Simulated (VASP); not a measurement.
# Ti4B (I4/mmm) in VASP: a series of runs

Runs on Ti4B. Level: PBE. Tasks: single point.

Program: VASP 6.6.1. These are calculated values, not measurements. Logs are shortened: lines on timing, memory, paths and dates and some standing lists are left out, and cuts for length are marked.

**1. The cell of the first run**

It takes space group I4/mmm (No. 139, tetragonal). Conventional cell: a = 6.062 Å, b = 6.062 Å, c = 4.311 Å, α = 90.00°, β = 90.00°, γ = 90.00°. Ti (site symmetry m2m) has 1 B at 1.87 Å and 1 Ti at 2.31 Å within 2.5 Å. Within 2.5 Å of B (site symmetry 4/mmm) lie 4 Ti at 1.87 Å.

The cell was built from a structure type or drawn by symmetry, and may not be a known phase.

**2. Single point, PBE**

Input file INCAR:

```
SYSTEM = Ti4B
PREC     = Accurate       ! precision mode
ENCUT    = 520            ! plane-wave cutoff, eV
EDIFF    = 1E-7           ! SCF threshold, eV
ISMEAR   = 0              ! smearing method
SIGMA    = 0.1            ! smearing width, eV
LREAL    = .False.        ! projectors in reciprocal space
LASPH    = .True.         ! aspherical terms in the spheres
NELM     = 80             ! most SCF steps
ALGO     = Normal         ! electronic algorithm
ISIF     = 2              ! what is computed and relaxed
LWAVE    = .False.        ! write WAVECAR
LCHARG   = .False.        ! write CHGCAR
GGA      = PE             ! functional
NBANDS   = 34             ! bands
```

Input file KPOINTS:

```
Automatic mesh
0
Gamma
  6 6 6
  0 0 0
```

Input file POSCAR:

```
Ti4B
1.0
   -3.0309798800      3.0309798800      2.1553345400
    3.0309798800     -3.0309798800      2.1553345400
    3.0309798800      3.0309798800     -2.1553345400
Ti B
4 1
Direct
    0.0000000000      0.6908714700      0.6908714700
    0.0000000000      0.3091285300      0.3091285300
    0.6908714700      0.0000000000      0.6908714700
    0.3091285300      0.0000000000      0.3091285300
    0.0000000000      0.0000000000      0.0000000000
```

Potentials or basis: VASP PAW PBE potentials, release 64 (Ti_sv, B).

Command:

```sh
cat potpaw_PBE.64/Ti_sv/POTCAR potpaw_PBE.64/B/POTCAR > POTCAR
mpirun -np 1 vasp_std > vasp.out
```

OUTCAR:

```text
SYSTEM = Ti4B
   PREC = Accurate
   ENCUT = 520
   EDIFF = 1E-7
   ISMEAR = 0
   LREAL = .False.
   LASPH = .True.
   NELM = 80
   ISIF = 2
   GGA = PE

 ion  position               nearest neighbor table
   1  0.000  0.691  0.691-   5 1.87   2 2.31   3 2.65   4 2.65   3 2.71   3 2.71   4 2.71   4 2.71

   2  0.000  0.309  0.309-   5 1.87   1 2.31   4 2.65   3 2.65   4 2.71   4 2.71   3 2.71   3 2.71

   3  0.691  0.000  0.691-   5 1.87   4 2.31   2 2.65   1 2.65   1 2.71   1 2.71   2 2.71   2 2.71

   4  0.309  0.000  0.309-   5 1.87   3 2.31   2 2.65   1 2.65   2 2.71   2 2.71   1 2.71   1 2.71

   5  0.000  0.000  0.000-   1 1.87   2 1.87   3 1.87   4 1.87

  LATTYP: Found a body centered tetragonal cell.
 ALAT       =     6.0619597600
 C/A-ratio  =     0.7111015663

  Lattice vectors:

 A1 = (  -3.0309798800,   3.0309798800,   2.1553345400)
 A2 = (   3.0309798800,  -3.0309798800,   2.1553345400)
 A3 = (   3.0309798800,   3.0309798800,  -2.1553345400)

Analysis of symmetry for initial positions (statically):
=====================================================================
 Subroutine PRICEL returns:
 Original cell was already a primitive cell.

 Routine SETGRP: Setting up the symmetry group for a
 body centered tetragonal supercell.

 Subroutine GETGRP returns: Found 16 space group operations
 (whereof 16 operations were pure point group operations)
 out of a pool of 16 trial point group operations.

The static configuration has the point symmetry D_4h.

Analysis of symmetry for dynamics (positions and initial velocities):
=====================================================================
 Subroutine PRICEL returns:
 Original cell was already a primitive cell.

 Routine SETGRP: Setting up the symmetry group for a
 body centered tetragonal supercell.

 Subroutine GETGRP returns: Found 16 space group operations
 (whereof 16 operations were pure point group operations)
 out of a pool of 16 trial point group operations.

The dynamic configuration has the point symmetry D_4h.

 Subroutine INISYM returns: Found 16 space group operations
 (whereof 16 operations are pure point group operations),
 and found     1 'primitive' translations

----------------------------------------------------------------------------------------

                                     Primitive cell

  volume of cell :      79.2028

  direct lattice vectors                    reciprocal lattice vectors
    -3.030979880  3.030979880  2.155334540     0.000000000  0.164963154  0.231982549
     3.030979880 -3.030979880  2.155334540     0.164963154  0.000000000  0.231982549
     3.030979880  3.030979880 -2.155334540     0.164963154  0.164963154  0.000000000

  length of vectors
     4.797827117  4.797827117  4.797827117     0.284655485  0.284655485  0.233293129

  position of ions in fractional coordinates (direct lattice)
     0.000000000  0.690871470  0.690871470
     0.000000000  0.309128530  0.309128530
     0.690871470  0.000000000  0.690871470
     0.309128530  0.000000000  0.309128530
     0.000000000  0.000000000  0.000000000

  ion indices of the primitive-cell ions
   primitive index   ion index
                 1           1
                 2           2
                 3           3
                 4           4
                 5           5

----------------------------------------------------------------------------------------

 KPOINTS: Automatic mesh

Automatic generation of k-mesh.
 Grid dimensions read from file:
 generate k-points for:    6    6    6

 Generating k-lattice:

  Cartesian coordinates                     Fractional coordinates (reciprocal lattice)
     0.000000000  0.027493859  0.038663758     0.166666667  0.000000000  0.000000000
     0.027493859  0.000000000  0.038663758     0.000000000  0.166666667  0.000000000
     0.027493859  0.027493859  0.000000000     0.000000000  0.000000000  0.166666667

  Length of vectors
     0.047442581  0.047442581  0.038882188

  Shift w.r.t. Gamma in fractional coordinates (k-lattice)
     0.000000000  0.000000000  0.000000000

 Subroutine IBZKPT returns following result:
 ===========================================

 Found     30 irreducible k-points:

 Following reciprocal coordinates:
            Coordinates               Weight
  0.000000  0.000000  0.000000      1.000000
  0.166667 -0.000000  0.000000      8.000000
  0.333333  0.000000 -0.000000      8.000000
  0.500000 -0.000000  0.000000      4.000000
  0.166667  0.166667  0.000000      8.000000
  0.333333  0.166667  0.000000     16.000000
[... 16 lines left out ...]
 -0.333333 -0.333333  0.166667      8.000000
 -0.166667 -0.333333  0.166667      8.000000
 [... further k-points ...]
   k-points           NKPTS =     30   k-points in BZ     NKDIM =     30   number of bands    NBANDS=     34
   number of dos      NEDOS =    301   number of ions     NIONS =      5
   total plane-waves  NPLWV =  46656
   dimension x,y,z NGX =    36 NGY =   36 NGZ =   36
   dimension x,y,z NGXF=    72 NGYF=   72 NGZF=   72
   ions per type =               4   1
   NGX,Y,Z   is equivalent  to a cutoff of  12.47, 12.47, 12.47 a.u.
   NGXF,Y,Z  is equivalent  to a cutoff of  24.95, 24.95, 24.95 a.u.
 SYSTEM =  Ti4B
   PREC   = accura    normal or accurate (medium, high low for compatibility)
   ISTART =      0    job   : 0-new  1-cont  2-samecut
   ICHARG =      2    charge: 1-file 2-atom 10-const
   ISPIN  =      1    spin polarized calculation?
   LNONCOLLINEAR =      F non collinear calculations
   LSORBIT =      F    spin-orbit coupling
   LASPH  =      T    aspherical Exc in radial PAW
   ENCUT  =  520.0 eV  38.22 Ry    6.18 a.u.   8.92  8.92  8.92*2*pi/ulx,y,z
   NELM   =     80;   NELMIN=  2; NELMDL= -5     # of ELM steps
   EDIFF  = 0.1E-06   stopping-criterion for ELM
   LREAL  =      F    real-space projection
   EDIFFG = 0.1E-05   stopping-criterion for IOM
   NSW    =      0    number of steps for IOM
   IBRION =     -1    ionic relax: 0-MD 1-quasi-New 2-CG
   NFREE  =      0    steps in history (QN), initial steepest desc. (CG)
   ISIF   =      2    stress and relaxation
   ISYM   =      2    0-nonsym 1-usesym 2-fastsym
   POTIM  = 0.5000    time-step for ionic-motion
   TEBEG  =    0.0;   TEEND  =   0.0 temperature during run
   PSTRESS=    0.0 pullay stress
   NELECT =      51.0000    total number of electrons
   NUPDOWN=      -1.0000    fix difference up-down
   EMIN   =  10.00;   EMAX   =-10.00  energy-range for DOS
   EFERMI =   0.00;   METHOD = LEGACY
   ISMEAR =     0;   SIGMA  =   0.10  broadening in eV -4-tet -1-fermi 0-gaus
   EFERMI_NEDOS =   21; number of points for ismear=-14 and -15
   IALGO  =     38    algorithm
   IMIX   =      4    mixing-type and parameters
     AMIX     =   0.40;   BMIX     =  1.00
     AMIX_MAG =   1.60;   BMIX_MAG =  1.00
  volume/ion in A,a.u.               =      15.84       106.90
  Fermi-wavevector in a.u.,A,eV,Ry     =   1.413681  2.671469 27.191145  1.998493
  Thomas-Fermi vector in A             =   2.535301
   LORBIT       =      0    0 simple, 1 ext, 2 COOP (PROOUT), +10 PAW based schemes
   GGA     = PE    functional components
   LHFCALC =     F    Hartree Fock is set to
   AEXX    =    0.0000 exact exchange contribution
   IVDW    =     0    specifies the selected vdW correction
   LEPSILON=     F    determine dielectric tensor
   LRPA    =     F    only Hartree local field effects (RPA)
 non-spin polarized calculation
 Gauss-broadening in eV      SIGMA  =   0.10
  energy-cutoff  :      520.00
  volume of cell :       79.20
 maximum number of plane-waves:      2148
   NGX = 17   NGY = 17   NGZ = 17

 number of electron      51.0000006 magnetization

 Free energy of the ion-electron system (eV)
  ---------------------------------------------------
  ext. energy  EPLUGINS =         0.00000000
  ---------------------------------------------------
  free energy    TOTEN  =       -30.58107662 eV

  energy without entropy =      -30.54642366  energy(sigma->0) =      -30.56375014

 E-fermi :   6.9390     XC(G=0): -11.0050

 val. band max:        6.9235161470   @ k =  -0.3333   0.1667   0.0000
 cond. band min:       6.9453444323   @ k =   0.5000   0.5000   0.0000
 fundamental gap:      0.0218282854
 Fermi energy:         6.9389829158

 k-point     1 :       0.0000    0.0000    0.0000
  band No.  band energies     occupation
      1     -49.2718      2.00000
      2     -48.9587      2.00000
      3     -48.8913      2.00000
      4     -48.8913      2.00000
      5     -26.3981      2.00000
      6     -25.7355      2.00000
[... 26 lines left out ...]
     33       9.3811      0.00000
     34       9.8686      0.00000

 k-point     2 :       0.1667   -0.0000    0.0000
  band No.  band energies     occupation
      1     -49.2523      2.00000
      2     -48.9849      2.00000
      3     -48.8916      2.00000
      4     -48.8849      2.00000
      5     -26.3664      2.00000
      6     -25.8126      2.00000
[... 26 lines left out ...]
     33       9.6080      0.00000
     34       9.6747      0.00000

 k-point     3 :       0.3333    0.0000   -0.0000
  band No.  band energies     occupation
      1     -49.1989      2.00000
      2     -49.0463      2.00000
      3     -48.8923      2.00000
      4     -48.8778      2.00000
      5     -26.2763      2.00000
      6     -25.9758      2.00000
[... 26 lines left out ...]
     33       9.3012      0.00000
     34       9.7592      0.00000

 k-point     4 :       0.5000   -0.0000    0.0000
  band No.  band energies     occupation
      1     -49.1317      2.00000
      2     -49.1163      2.00000
      3     -48.8926      2.00000
      4     -48.8754      2.00000
      5     -26.1404      2.00000
      6     -26.1398      2.00000
[... 26 lines left out ...]
     33       9.5104      0.00000
     34      10.1849      0.00000

 k-point     5 :       0.1667    0.1667    0.0000
  band No.  band energies     occupation
      1     -49.2116      2.00000
      2     -49.0270      2.00000
      3     -48.9055      2.00000
      4     -48.8710      2.00000
      5     -26.3246      2.00000
      6     -25.9081      2.00000
[... 621 lines left out ...]
 k-point    22 :      -0.1667    0.5000    0.1667
  band No.  band energies     occupation
      1     -49.1396      2.00000
      2     -49.1038      2.00000
      3     -48.8931      2.00000
      4     -48.8799      2.00000
      5     -26.1817      2.00000
      6     -26.0427      2.00000
[... 26 lines left out ...]
     33       9.6768      0.00000
     34       9.7223      0.00000

 k-point    23 :      -0.3333   -0.3333    0.1667
  band No.  band energies     occupation
      1     -49.1203      2.00000
      2     -49.1168      2.00000
      3     -48.9057      2.00000
      4     -48.8740      2.00000
      5     -26.2250      2.00000
      6     -25.9646      2.00000
[... 26 lines left out ...]
     33       9.3800      0.00000
     34       9.8421      0.00000

 k-point    24 :      -0.1667   -0.3333    0.1667
  band No.  band energies     occupation
      1     -49.1702      2.00000
      2     -49.0654      2.00000
      3     -48.8926      2.00000
      4     -48.8878      2.00000
      5     -26.3082      2.00000
      6     -25.9103      2.00000
[... 26 lines left out ...]
     33       9.5413      0.00000
     34       9.6056      0.00000

 [... further k-points ...]

------------------------ aborting loop because EDIFF is reached ----------------------------------------

  FORCE on cell =-STRESS in cart. coord.  units (eV):
  Direction    XX          YY          ZZ          XY          YZ          ZX
  --------------------------------------------------------------------------------------
  -------------------------------------------------------------------------------------
  Total       21.9480221     21.9480221      6.8561418      0.0000000      0.0000000     -0.0000000
  in kB      443.9818167    443.9818167    138.6914169      0.0000000      0.0000000     -0.0000000
  external PRESSURE =     342.2183501 kB  Pullay stress =       0.0000000 kB

 VOLUME and BASIS-vectors are now :
 -----------------------------------------------------------------------------
  energy-cutoff  :      520.00
  volume of cell :       79.20
      direct lattice vectors                 reciprocal lattice vectors
    -3.030979880  3.030979880  2.155334540     0.000000000  0.164963154  0.231982549
     3.030979880 -3.030979880  2.155334540     0.164963154  0.000000000  0.231982549
     3.030979880  3.030979880 -2.155334540     0.164963154  0.164963154  0.000000000

 POSITION                                       TOTAL-FORCE (eV/Angst)
 -----------------------------------------------------------------------------------
      4.18804      0.00000      0.00000        -1.775450     -0.000000     -0.000000
      1.87392      0.00000      0.00000         1.775450     -0.000000      0.000000
      0.00000      4.18804      0.00000        -0.000000     -1.775450     -0.000000
      0.00000      1.87392      0.00000         0.000000      1.775450      0.000000
      0.00000      0.00000      0.00000         0.000000     -0.000000     -0.000000
 -----------------------------------------------------------------------------------
    total drift:                               -0.000000     -0.000000      0.000000

  FREE ENERGIE OF THE ION-ELECTRON SYSTEM (eV)
  ---------------------------------------------------
  free  energy   TOTEN  =       -30.5810766171 eV

  energy  without entropy=      -30.5464236638  energy(sigma->0) =      -30.56375014
```

It took 43 s on 1 thread of Intel Xeon 6975P-C (Granite Rapids), shared host; peak memory 0.22 GiB.

What came out:

```
Free energy            : -30.5811 eV
Pressure               : 34.2 GPa
Largest force          : 1.775 eV/Å
Band gap on the k mesh : zero (an odd number of electrons rules out a gap without spin polarisation)
```

Forces in eV/Å, atoms in the order of the input:
```
Ti  -1.775  0.000  0.000
Ti   1.775  0.000  0.000
Ti   0.000 -1.775  0.000
Ti   0.000  1.775  0.000
B    0.000  0.000  0.000
```

Caveat: the cell stands under pressure; forces of over 1 eV/Å act on the atoms, so gaps and moduli don't describe the material at rest.

**3. Single point, PBE**

This run uses another cell than the first one, of 17.15 Å³/atom.

Input file INCAR:

```
ALGO = Normal
EDIFF = 1E-6
ENCUT = 520
GGA = PE
ISIF = 2
ISMEAR = 0
LASPH = T
LCHARG = F
LREAL = F
LWAVE = F
NBANDS = 34
NELM = 80
PREC = Accurate
SIGMA = 0.1
```

Input file KPOINTS:

```
k-points
0
Gamma
  6 6 6
```

Input file POSCAR:

```
Ti4B
1.0
   -3.8644626617      3.8644626617      1.4350860601
    3.8644626617     -3.8644626617      1.4350860601
    3.8644626617      3.8644626617     -1.4350860601
Ti B
4 1
Direct
    0.0000000000      0.7215200725      0.7215200725
    0.0000000000      0.2784799275      0.2784799275
    0.7215200725      0.0000000000      0.7215200725
    0.2784799275      0.0000000000      0.2784799275
    0.0000000000      0.0000000000      0.0000000000
```

Potentials or basis: VASP PAW PBE potentials, release 64 (Ti_sv, B).

Command:

```sh
cat potpaw_PBE.64/Ti_sv/POTCAR potpaw_PBE.64/B/POTCAR > POTCAR
mpirun -np 1 vasp_std > vasp.out
```

It took 73 s on 1 thread of Intel Xeon 6975P-C (Granite Rapids), shared host; peak memory 0.28 GiB.

Results (log left out):

```
Free energy            : -35.8092 eV
Pressure               : -0.1 GPa
Largest force          : 0.011 eV/Å
Band gap on the k mesh : zero (an odd number of electrons rules out a gap without spin polarisation)
```

Forces on the atoms (eV/Å):
```
Ti  -0.011  0.000  0.000
Ti   0.011  0.000  0.000
Ti   0.000 -0.011  0.000
Ti   0.000  0.011  0.000
B    0.000  0.000  0.000
```

Levels at points of the mesh, in eV from the Fermi level:
| k point | band 21 | band 22 | band 23 | band 24 | band 25 | band 26 | band 27 | band 28 | band 29 | band 30 |
| --- | --- | --- | --- | --- | --- | --- | --- | --- | --- | --- |
| (0.00, 0.00, 0.00) | -1.63 | -1.17 | -0.82 | -0.81 | -0.81 | 0.24 | 0.62 | 1.05 | 1.05 | 1.65 |
| (0.50, 0.00, 0.00) | -1.40 | -1.20 | -1.14 | -0.89 | -0.47 | -0.25 | 0.29 | 0.56 | 1.04 | 1.44 |
| (0.50, 0.50, 0.00) | -1.55 | -1.39 | -1.38 | -1.04 | -1.02 | 0.43 | 0.76 | 1.31 | 1.32 | 1.43 |
| (0.50, 0.50, 0.50) | -1.64 | -1.53 | -1.53 | -0.23 | -0.23 | 0.13 | 0.53 | 0.80 | 0.81 | 1.25 |

Caveat: the k points lie up to 0.39 Å⁻¹ apart, too coarse for converged energies and pressures of a metal.
